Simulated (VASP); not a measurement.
A run of VASP 6.6.1 is set up as follows.

POSCAR

```
SnO
1.0
    3.1319300000      0.0000000000      0.0000000000
    0.0000000000      3.1319300000      0.0000000000
    0.0000000000      0.0000000000      3.1319300000
Sn O
1 1
Direct
    0.0000000000      0.0000000000      0.0000000000
    0.5000000000      0.5000000000      0.5000000000
```

INCAR.step1

```
SYSTEM = SnO
PREC = Accurate
ENCUT = 520
EDIFF = 1E-5
ISMEAR = -1
SIGMA = 0.05
LREAL = .False.
LASPH = .True.
NELM = 100
ALGO = Normal
ISIF = 2
LWAVE = .True.
LCHARG = .False.
GGA = PE
NBANDS = 17
```

File INCAR.step2:

```
SYSTEM = SnO
PREC = Accurate
ENCUT = 520
EDIFF = 1E-6
ISMEAR = -1
SIGMA = 0.05
LREAL = .False.
LASPH = .True.
NELM = 100
ALGO = Normal
ISIF = 2
LWAVE = .False.
LCHARG = .False.
GGA = PE
LHFCALC = .True.
AEXX = 0.25
HFSCREEN = 0.2
PRECFOCK = Normal
ISTART = 1
NBANDS = 17
```

Contents of KPOINTS:

```
Automatic mesh
0
Gamma
  5 5 5
  0 0 0
```

Potentials or basis: VASP PAW PBE potentials, release 64 (Sn_d, O).

Launch:

```console
$ cat potpaw_PBE.64/Sn_d/POTCAR potpaw_PBE.64/O/POTCAR > POTCAR
$ cp INCAR.step1 INCAR
$ mpirun -np 1 vasp_std > vasp.out
$ cp INCAR.step2 INCAR
$ mpirun -np 1 vasp_std > vasp.out
```

(1) Estimate the band gap on the k mesh.

(2) Estimate the pressure.

Results:

(1) 1.98 eV, indirect (least direct gap 2.46 eV).

(2) -3.7 GPa.

Caveat: the PAW data sets were made with another functional, which shifts forces and pressure a little; spin-orbit coupling is left out, which moves the levels of the heavy elements.
